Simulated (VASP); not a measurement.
**Sb: single point with PBE**

Crystal: Sb.

```
Sb
1.0
     0.00000    3.49219    3.49219
     3.49219    0.00000    3.49219
     3.49219    3.49219    0.00000
Sb
2
Direct
  0.87500 0.87500 0.87500
  0.12500 0.12500 0.12500
```

This isn't the form of Sb at room conditions, which is rhombohedral.

```yaml
Program: VASP 6.6.1
Task: single point
Functional: PBE
Potentials_or_basis: VASP PAW PBE potentials, release 64 (Sb)
Cutoff: 520 eV
k_mesh: 11 × 11 × 11
Occupations: fermi-dirac, width 0.05 eV
Spin: no spin polarisation
Dipole_correction: no
Further_INCAR_settings: ALGO = Normal; EDIFF = 1e-07; NBANDS = 12
```

```yaml
Pressure: 0.0 GPa
Band_gap_on_the_k_mesh: zero (bands 5 and 6 overlap by 0.76 eV)
```

Levels at points of the mesh, in eV from the Fermi level:
```
           k point  band 3  band 4  band 5  band 6  band 7  band 8
(0.00, 0.00, 0.00)   -1.71   -1.71   -1.71    0.58    0.58    0.58
```

It took 80 s on 1 thread of AMD EPYC 7R13 (shared host), peak memory 0.22 GiB.

Caveat: spin-orbit coupling is left out, which moves the levels of the heavy elements.
